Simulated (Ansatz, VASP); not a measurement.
**Al in VASP and in Ansatz**

Contents of INCAR:

```
PREC = Accurate
ENCUT = 520
EDIFF = 1E-6
ISMEAR = -1
SIGMA = 0.05
LREAL = False
LASPH = True
NELM = 60
ALGO = Normal
ISIF = 2
LWAVE = False
LCHARG = False
GGA = PS
NBANDS = 8
```

Contents of KPOINTS:

```
Automatic mesh
0
Gamma
  10 10 10
```

Contents of POSCAR:

```
Al
1.0
   -1.5912186900      1.5912186900      1.5912186900
    1.5912186900     -1.5912186900      1.5912186900
    1.5912186900      1.5912186900     -1.5912186900
Al
1
Direct
    0.0000000000      0.0000000000      0.0000000000
```

Contents of input.yaml:

```yaml
crystal:
  lattice:
    - [-1.59121869, 1.59121869, 1.59121869]
    - [1.59121869, -1.59121869, 1.59121869]
    - [1.59121869, 1.59121869, -1.59121869]
  atoms:
    - { symbol: Al, position: [0.0, 0.0, 0.0] }
hamiltonian:
  xc: pbesol
  pseudopotentials: { kind: paw }
kpoints:
  mp_grid: { grid: [10, 10, 10] }
  band_path:
    path:
      - [[0.0, 0.0, 0.0], [0.5, -0.5, 0.5], [0.0, 0.0, 0.5], [0.0, 0.0, 0.0], [0.25, 0.25, 0.25], [0.5, -0.5, 0.5]]
      - [[0.25, 0.25, 0.25], [0.0, 0.0, 0.5]]
    npoints: 14
scf:
  occupations: { method: fermi_dirac, width: 0.05 }
  n_extra_bands: 6
output:
  forces: true
  stress: true
  eigenvalues: true
  fatbands: false
```

Alike in both runs: functional PBEsol; k mesh 10 × 10 × 10; occupations fermi-dirac, width 0.05 eV; no spin polarisation.

|  | VASP | Ansatz |
| --- | --- | --- |
| version | VASP 6.6.1 | Ansatz 0.2.0 |
| potentials or method | VASP PAW PBE potentials, release 64 (Al) | Ansatz PAW |
| plane-wave cutoff (eV) | 520 | 420 |
| valence electrons in the cell | 3 | 3 |
| task | single point | band structure |

VASP gave:

| Item | Value |
| --- | --- |
| gap on the k mesh at the Fermi level (eV) | none |
| pressure (GPa) | 2.8 |

Task: Estimate Ansatz's values.

Result: gap on the k mesh at the Fermi level (eV): none; pressure (GPa): 2.7.

VASP's potentials were made for PBE, not for PBEsol. A gap of «none» marks a metal or a gap that the smearing closes.
